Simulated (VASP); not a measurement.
# BaZrO3 (Pm-3m) in VASP: a series of runs

The runs below take BaZrO3 through single point, relaxation of cell and atoms, with PBE+D3(BJ).

Everything below comes from runs of VASP 6.6.1. Logs are shortened: lines on timing, memory, paths and dates and some standing lists are left out, and cuts for length are marked.

## 1. The cell of the first run

It takes space group Pm-3m (No. 221, cubic). Conventional cell: a = 4.203 Å, b = 4.203 Å, c = 4.203 Å, α = 90.00°, β = 90.00°, γ = 90.00°. Within 3.9 Å of Ba (site symmetry m-3m) lie 12 O at 2.97 Å and 8 Zr at 3.64 Å. Zr (site symmetry m-3m) has 6 O at 2.10 Å within 2.8 Å. O (site symmetry 4/mmm) has 2 Zr at 2.10 Å within 2.8 Å.

## 2. Single point, PBE+D3(BJ)

INCAR reads:

```
ALGO     = Normal         # electronic algorithm
EDIFF    = 1E-6           # SCF threshold, eV
ENCUT    = 520            # plane-wave cutoff, eV
GGA      = PE             # functional
ISIF     = 2              # what is computed and relaxed
ISMEAR   = 0              # smearing method
IVDW     = 12             # dispersion correction
LASPH    = T              # aspherical terms in the spheres
LCHARG   = F              # write CHGCAR
LREAL    = F              # projectors in reciprocal space
LWAVE    = F              # write WAVECAR
NBANDS   = 28             # bands
NELM     = 60             # most SCF steps
PREC     = Accurate       # precision mode
SIGMA    = 0.02           # smearing width, eV
```

KPOINTS reads:

```
k-points
0
Gamma
  6 6 6
```

POSCAR reads:

```
BaZrO3
1.0
    4.2029782749      0.0000000000      0.0000000000
    0.0000000000      4.2029782749      0.0000000000
    0.0000000000      0.0000000000      4.2029782749
Ba Zr O
1 1 3
Direct
    0.0000000000      0.0000000000      0.0000000000
    0.5000000000      0.5000000000      0.5000000000
    0.0000000000      0.5000000000      0.5000000000
    0.5000000000      0.0000000000      0.5000000000
    0.5000000000      0.5000000000      0.0000000000
```

Potentials or basis: VASP PAW PBE potentials, release 64 (Ba_sv, Zr_sv, O).

The run is started by

```bash
$ cat potpaw_PBE.64/Ba_sv/POTCAR potpaw_PBE.64/Zr_sv/POTCAR potpaw_PBE.64/O/POTCAR > POTCAR
$ mpirun -np 1 vasp_std > vasp.out
```

OUTCAR:

```text
EDIFF = 1E-6
   ENCUT = 520
   GGA = PE
   ISIF = 2
   ISMEAR = 0
   IVDW = 12
   LASPH = T
   LREAL = F
   NELM = 60
   PREC = Accurate
 IVDW          = 12

 ion  position               nearest neighbor table
   1  0.000  0.000  0.000-   3 2.97   4 2.97   5 2.97   3 2.97   4 2.97   3 2.97   5 2.97   3 2.97
                             4 2.97   5 2.97   4 2.97   5 2.97   2 3.64   2 3.64   2 3.64   2 3.64
   2  0.500  0.500  0.500-   3 2.10   4 2.10   5 2.10   5 2.10   4 2.10   3 2.10   1 3.64   1 3.64
                             1 3.64   1 3.64   1 3.64   1 3.64   1 3.64   1 3.64
   3  0.000  0.500  0.500-   2 2.10   2 2.10   1 2.97   1 2.97   1 2.97   1 2.97
   4  0.500  0.000  0.500-   2 2.10   2 2.10   1 2.97   1 2.97   1 2.97   1 2.97
   5  0.500  0.500  0.000-   2 2.10   2 2.10   1 2.97   1 2.97   1 2.97   1 2.97

  LATTYP: Found a simple cubic cell.
 ALAT       =     4.2029782749

  Lattice vectors:

 A1 = (   4.2029782749,   0.0000000000,   0.0000000000)
 A2 = (   0.0000000000,   4.2029782749,   0.0000000000)
 A3 = (   0.0000000000,   0.0000000000,   4.2029782749)

Analysis of symmetry for initial positions (statically):
=====================================================================
 Subroutine PRICEL returns:
 Original cell was already a primitive cell.

 Routine SETGRP: Setting up the symmetry group for a
 simple cubic supercell.

 Subroutine GETGRP returns: Found 48 space group operations
 (whereof 48 operations were pure point group operations)
 out of a pool of 48 trial point group operations.

The static configuration has the point symmetry O_h .

Analysis of symmetry for dynamics (positions and initial velocities):
=====================================================================
 Subroutine PRICEL returns:
 Original cell was already a primitive cell.

 Routine SETGRP: Setting up the symmetry group for a
 simple cubic supercell.

 Subroutine GETGRP returns: Found 48 space group operations
 (whereof 48 operations were pure point group operations)
 out of a pool of 48 trial point group operations.

The dynamic configuration has the point symmetry O_h .

 Subroutine INISYM returns: Found 48 space group operations
 (whereof 48 operations are pure point group operations),
 and found     1 'primitive' translations

[... 95 lines left out ...]
   EDIFF  = 0.1E-05   stopping-criterion for ELM
   LREAL  =      F    real-space projection
   EDIFFG = 0.1E-04   stopping-criterion for IOM
   NSW    =      0    number of steps for IOM
   IBRION =     -1    ionic relax: 0-MD 1-quasi-New 2-CG
   NFREE  =      0    steps in history (QN), initial steepest desc. (CG)
   ISIF   =      2    stress and relaxation
   ISYM   =      2    0-nonsym 1-usesym 2-fastsym
   POTIM  = 0.5000    time-step for ionic-motion
   TEBEG  =    0.0;   TEEND  =   0.0 temperature during run
   PSTRESS=    0.0 pullay stress
   NELECT =      40.0000    total number of electrons
   NUPDOWN=      -1.0000    fix difference up-down
   EMIN   =  10.00;   EMAX   =-10.00  energy-range for DOS
   EFERMI =   0.00;   METHOD = LEGACY
   ISMEAR =     0;   SIGMA  =   0.02  broadening in eV -4-tet -1-fermi 0-gaus
   EFERMI_NEDOS =   21; number of points for ismear=-14 and -15
   IALGO  =     38    algorithm
   IMIX   =      4    mixing-type and parameters
     AMIX     =   0.40;   BMIX     =  1.00
     AMIX_MAG =   1.60;   BMIX_MAG =  1.00
  volume/ion in A,a.u.               =      14.85       100.21
  Fermi-wavevector in a.u.,A,eV,Ry     =   1.332103  2.517309 24.143503  1.774497
  Thomas-Fermi vector in A             =   2.461063
   LORBIT       =      0    0 simple, 1 ext, 2 COOP (PROOUT), +10 PAW based schemes
   GGA     = PE    functional components
   LHFCALC =     F    Hartree Fock is set to
   AEXX    =    0.0000 exact exchange contribution
   IVDW    =    12    specifies the selected vdW correction
   LEPSILON=     F    determine dielectric tensor
   LRPA    =     F    only Hartree local field effects (RPA)
 non-spin polarized calculation
 Gauss-broadening in eV      SIGMA  =   0.02
  energy-cutoff  :      520.00
  volume of cell :       74.25
 maximum number of plane-waves:      2016
 NGX is ok and might be reduce to    32
   NGX = 15   NGY = 15   NGZ = 15

 number of electron      39.9999995 magnetization

 Free energy of the ion-electron system (eV)
  ---------------------------------------------------
  ext. energy  EPLUGINS =         0.00000000
  ---------------------------------------------------
  free energy    TOTEN  =       -41.70366380 eV

  energy without entropy =      -41.70366380  energy(sigma->0) =      -41.70366380

 E-fermi :   3.8388     XC(G=0): -10.7293

 val. band max:        3.7301608641   @ k =   0.5000   0.5000   0.5000
 cond. band min:       6.9010093627   @ k =   0.0000   0.0000   0.0000
 fundamental gap:      3.1708484986
 Fermi energy:         3.8388086325

 k-point     1 :       0.0000    0.0000    0.0000
  band No.  band energies     occupation
      1     -43.3410      2.00000
      2     -21.6117      2.00000
      3     -21.4909      2.00000
      4     -21.4909      2.00000
      5     -21.4909      2.00000
      6     -12.6273      2.00000
[... 609 lines left out ...]
     27      12.8192      0.00000
     28      12.8192      0.00000

------------------------ aborting loop because EDIFF is reached ----------------------------------------

 Edisp (eV)   -1.21875

 E8    (eV) :    -0.5708

  FORCE on cell =-STRESS in cart. coord.  units (eV):
  Direction    XX          YY          ZZ          XY          YZ          ZX
  --------------------------------------------------------------------------------------
  -------------------------------------------------------------------------------------
  Total       0.46596     0.46596     0.46596     0.00000     0.00000    -0.00000
  in kB      10.05513    10.05513    10.05513     0.00000     0.00000    -0.00000
  external pressure =       10.06 kB  Pullay stress =        0.00 kB

 VOLUME and BASIS-vectors are now :
 -----------------------------------------------------------------------------
  energy-cutoff  :      520.00
  volume of cell :       74.25
      direct lattice vectors                 reciprocal lattice vectors
     4.202978275  0.000000000  0.000000000     0.237926521  0.000000000  0.000000000
     0.000000000  4.202978275  0.000000000     0.000000000  0.237926521  0.000000000
     0.000000000  0.000000000  4.202978275     0.000000000  0.000000000  0.237926521

 POSITION                                       TOTAL-FORCE (eV/Angst)
 -----------------------------------------------------------------------------------
      0.00000      0.00000      0.00000         0.000000      0.000000      0.000000
      2.10149      2.10149      2.10149         0.000000      0.000000      0.000000
      0.00000      2.10149      2.10149         0.000000      0.000000      0.000000
      2.10149      0.00000      2.10149         0.000000      0.000000      0.000000
      2.10149      2.10149      0.00000         0.000000      0.000000      0.000000
 -----------------------------------------------------------------------------------
    total drift:                                0.000000     -0.000000     -0.000000

  FREE ENERGIE OF THE ION-ELECTRON SYSTEM (eV)
  ---------------------------------------------------
  free  energy   TOTEN  =       -42.9224161944 eV

  energy  without entropy=      -42.9224161944  energy(sigma->0) =      -42.92241619
```

Run time: 14 s. Hardware: 1 thread of Intel Xeon 6975P-C (Granite Rapids), shared host; peak memory 0.21 GiB.

Results:

| Quantity | Value |
| --- | --- |
| Free energy | -42.9224 eV |
| Pressure | 1.0 GPa |
| Band gap on the k mesh | 3.17 eV, indirect (least direct gap 3.40 eV) |
| Dispersion energy per atom | -0.244 eV |

Levels at points of the mesh, in eV from the valence-band top:
```tsv
k point	band 18	band 19	band 20	band 21	band 22	band 23
(0.00, 0.00, 0.00)	-0.23	-0.23	-0.23	3.17	3.17	3.17
(0.50, 0.00, 0.00)	-1.66	-0.47	-0.47	3.61	5.66	5.66
(0.50, 0.50, 0.00)	-0.93	-0.81	-0.08	5.63	5.63	6.41
(0.50, 0.50, 0.50)	0.00	0.00	0.00	5.95	5.95	5.95
```

Caveat: spin-orbit coupling is left out, which moves the levels of the heavy elements. A k mesh can miss the band edges.

## 3. Relaxation of cell and atoms, PBE+D3(BJ)

This run uses another cell than the first one, of 15.11 Å³/atom, 1.017 times its volume.

INCAR reads:

```
SYSTEM = BaZrO3
ALGO = Normal
EDIFF = 1E-6
EDIFFG = -0.005
ENCUT = 600
GGA = PE
IBRION = 2
ISIF = 3
ISMEAR = 0
IVDW = 12
LASPH = .True.
LCHARG = .False.
LREAL = .False.
LWAVE = .False.
NELM = 60
NSW = 70
PREC = Accurate
SIGMA = 0.02
```

KPOINTS reads:

```
k-points
0
Gamma
  6 6 6
  0 0 0
```

Changes to POSCAR since step 2:

```diff
@@ -2,5 +2,5 @@
 1.0
-    4.2029782749      0.0000000000      0.0000000000
-    0.0000000000      4.2029782749      0.0000000000
-    0.0000000000      0.0000000000      4.2029782749
+    4.2271626520      0.0000000000      0.0000000000
+    0.0000000000      4.2271626520      0.0000000000
+    0.0000000000      0.0000000000      4.2271626520
 Ba Zr O
```

Potentials or basis: VASP PAW PBE potentials, release 64 (Ba_sv, Zr_sv, O).

The run is started by

```bash
$ cat potpaw_PBE.64/Ba_sv/POTCAR potpaw_PBE.64/Zr_sv/POTCAR potpaw_PBE.64/O/POTCAR > POTCAR
$ mpirun -np 1 vasp_std > vasp.out
```

OUTCAR:

```text
SYSTEM = BaZrO3
   EDIFF = 1E-6
   EDIFFG = -0.005
   ENCUT = 600
   GGA = PE
   IBRION = 2
   ISIF = 3
   ISMEAR = 0
   IVDW = 12
   LASPH = .True.
   LREAL = .False.
   NELM = 60
   NSW = 70
   PREC = Accurate
 IVDW          = 12

 ion  position               nearest neighbor table
   1  0.000  0.000  0.000-   3 2.99   4 2.99   5 2.99   3 2.99   4 2.99   3 2.99   5 2.99   3 2.99
                             4 2.99   5 2.99   4 2.99   5 2.99   2 3.66   2 3.66   2 3.66   2 3.66
   2  0.500  0.500  0.500-   3 2.11   4 2.11   5 2.11   5 2.11   4 2.11   3 2.11   1 3.66   1 3.66
                             1 3.66   1 3.66   1 3.66   1 3.66   1 3.66   1 3.66
   3  0.000  0.500  0.500-   2 2.11   2 2.11   1 2.99   1 2.99   1 2.99   1 2.99
   4  0.500  0.000  0.500-   2 2.11   2 2.11   1 2.99   1 2.99   1 2.99   1 2.99
   5  0.500  0.500  0.000-   2 2.11   2 2.11   1 2.99   1 2.99   1 2.99   1 2.99

  LATTYP: Found a simple cubic cell.
 ALAT       =     4.2271626520

  Lattice vectors:

 A1 = (   4.2271626520,   0.0000000000,   0.0000000000)
 A2 = (   0.0000000000,   4.2271626520,   0.0000000000)
 A3 = (   0.0000000000,   0.0000000000,   4.2271626520)

Analysis of symmetry for initial positions (statically):
=====================================================================
 Subroutine PRICEL returns:
 Original cell was already a primitive cell.

 Routine SETGRP: Setting up the symmetry group for a
 simple cubic supercell.

 Subroutine GETGRP returns: Found 48 space group operations
 (whereof 48 operations were pure point group operations)
 out of a pool of 48 trial point group operations.

The static configuration has the point symmetry O_h .

Analysis of symmetry for dynamics (positions and initial velocities):
=====================================================================
 Subroutine PRICEL returns:
 Original cell was already a primitive cell.

 Routine SETGRP: Setting up the symmetry group for a
 simple cubic supercell.

[... 100 lines left out ...]
   LNONCOLLINEAR =      F non collinear calculations
   LSORBIT =      F    spin-orbit coupling
   LASPH  =      T    aspherical Exc in radial PAW
   ENCUT  =  600.0 eV  44.10 Ry    6.64 a.u.   8.44  8.44  8.44*2*pi/ulx,y,z
   NELM   =     60;   NELMIN=  2; NELMDL= -5     # of ELM steps
   EDIFF  = 0.1E-05   stopping-criterion for ELM
   LREAL  =      F    real-space projection
   EDIFFG = -.5E-02   stopping-criterion for IOM
   NSW    =     70    number of steps for IOM
   IBRION =      2    ionic relax: 0-MD 1-quasi-New 2-CG
   NFREE  =      1    steps in history (QN), initial steepest desc. (CG)
   ISIF   =      3    stress and relaxation
   ISYM   =      2    0-nonsym 1-usesym 2-fastsym
   POTIM  = 0.5000    time-step for ionic-motion
   TEBEG  =    0.0;   TEEND  =   0.0 temperature during run
   PSTRESS=    0.0 pullay stress
   NELECT =      40.0000    total number of electrons
   NUPDOWN=      -1.0000    fix difference up-down
   EMIN   =  10.00;   EMAX   =-10.00  energy-range for DOS
   EFERMI =   0.00;   METHOD = LEGACY
   ISMEAR =     0;   SIGMA  =   0.02  broadening in eV -4-tet -1-fermi 0-gaus
   EFERMI_NEDOS =   21; number of points for ismear=-14 and -15
   IALGO  =     38    algorithm
   IMIX   =      4    mixing-type and parameters
     AMIX     =   0.40;   BMIX     =  1.00
     AMIX_MAG =   1.60;   BMIX_MAG =  1.00
  volume/ion in A,a.u.               =      15.11       101.95
  Fermi-wavevector in a.u.,A,eV,Ry     =   1.324481  2.502907 23.868034  1.754251
  Thomas-Fermi vector in A             =   2.454013
   LORBIT       =      0    0 simple, 1 ext, 2 COOP (PROOUT), +10 PAW based schemes
   GGA     = PE    functional components
   LHFCALC =     F    Hartree Fock is set to
   AEXX    =    0.0000 exact exchange contribution
   IVDW    =    12    specifies the selected vdW correction
   LEPSILON=     F    determine dielectric tensor
   LRPA    =     F    only Hartree local field effects (RPA)
 conjugate gradient relaxation of ions
 non-spin polarized calculation
 Gauss-broadening in eV      SIGMA  =   0.02
  energy-cutoff  :      600.00
  volume of cell :       75.53
 maximum number of plane-waves:      2560
 NGX is ok and might be reduce to    36
   NGX = 17   NGY = 17   NGZ = 17

--------------------------------------- Ionic step        1  -------------------------------------------

 number of electron      40.0000022 magnetization

 Free energy of the ion-electron system (eV)
  ---------------------------------------------------
  ext. energy  EPLUGINS =         0.00000000
  ---------------------------------------------------
  free energy    TOTEN  =       -41.73100385 eV

  energy without entropy =      -41.73100385  energy(sigma->0) =      -41.73100385

------------------------ aborting loop because EDIFF is reached ----------------------------------------

 Edisp (eV)   -1.19755

 E8    (eV) :    -0.5609
[... 77 lines left out ...]
--------------------------------------- Ionic step        3  -------------------------------------------

 number of electron      40.0000017 magnetization

 Free energy of the ion-electron system (eV)
  ---------------------------------------------------
  ext. energy  EPLUGINS =         0.00000000
  ---------------------------------------------------
  free energy    TOTEN  =       -41.72148341 eV

  energy without entropy =      -41.72148341  energy(sigma->0) =      -41.72148341

 E-fermi :   3.8614     XC(G=0): -10.7021

 val. band max:        3.6906170118   @ k =   0.5000   0.5000   0.5000
 cond. band min:       6.8509381459   @ k =   0.0000   0.0000   0.0000
 fundamental gap:      3.1603211341
 Fermi energy:         3.8613732822

 k-point     1 :       0.0000    0.0000    0.0000
  band No.  band energies     occupation
      1     -43.4137      2.00000
      2     -21.6659      2.00000
      3     -21.5566      2.00000
      4     -21.5566      2.00000
      5     -21.5566      2.00000
      6     -12.6569      2.00000
[... 565 lines left out ...]
  FREE ENERGIE OF THE ION-ELECTRON SYSTEM (eV)
  ---------------------------------------------------
  free  energy   TOTEN  =       -42.9335878612 eV

  energy  without entropy=      -42.9335878612  energy(sigma->0) =      -42.93358786

 reached required accuracy - stopping structural energy minimisation
```

OSZICAR:

```text
N       E                     dE             d eps       ncg     rms          rms(c)
DAV:   1     0.364114507408E+03    0.36411E+03   -0.24099E+04   960   0.182E+03
DAV:   2    -0.253719682350E+02   -0.38949E+03   -0.38187E+03  1208   0.414E+02
DAV:   3    -0.487235733693E+02   -0.23352E+02   -0.23327E+02  1544   0.102E+02
[... 28 lines left out ...]
DAV:   5    -0.417213433233E+02   -0.18598E-03   -0.23594E-04  1296   0.993E-02    0.829E-02
DAV:   6    -0.417214804852E+02   -0.13716E-03   -0.40464E-04  1488   0.111E-01    0.159E-02
DAV:   7    -0.417214852861E+02   -0.48009E-05   -0.42414E-05  1344   0.362E-02    0.802E-03
DAV:   8    -0.417214837667E+02    0.15194E-05   -0.10355E-05  1128   0.215E-02    0.271E-03
DAV:   9    -0.417214834134E+02    0.35339E-06   -0.54034E-07   616   0.535E-03
   3 F= -.42933588E+02 E0= -.42933588E+02  d E =-.503364E-02
```

Run time: 43 s. Hardware: 1 thread of Intel Xeon 6975P-C (Granite Rapids), shared host; peak memory 0.25 GiB.

Results:

- Free energy: -42.9336 eV
- Relaxed volume: 14.93 Å³/atom
- Relaxed cell: a = 4.210 Å, b = 4.210 Å, c = 4.210 Å, α = 90.00°, β = 90.00°, γ = 90.00°
- Space group after relaxing (to 0.05 Å): Pm-3m (No. 221)
- Energy gained by relaxing: 1.0 meV/atom
- Ionic steps: 3
- Pressure after relaxing: 0.0 GPa
- Band gap on the k mesh: 3.16 eV, indirect (least direct gap 3.40 eV)
- Dispersion energy per atom: -0.242 eV

The path:
| step | energy change (eV) | largest force (eV/Å) | pressure (GPa) | volume (Å³) |
| --- | --- | --- | --- | --- |
| 1 | 0.0000 | 0.0000 | -1.80 | 75.53 |
| 2 | 0.0009 | 0.0000 | 2.06 | 73.70 |
| 3 | -0.0050 | 0.0000 | -0.01 | 74.64 |

Final structure:
```
CELL_PARAMETERS angstrom
4.21049 0.00000 0.00000
0.00000 4.21049 0.00000
0.00000 0.00000 4.21049
ATOMIC_POSITIONS crystal
Ba 0.00000 0.00000 0.00000
Zr 0.50000 0.50000 0.50000
O 0.00000 0.50000 0.50000
O 0.50000 0.00000 0.50000
O 0.50000 0.50000 0.00000
```

Caveat: spin-orbit coupling is left out, which moves the levels of the heavy elements.
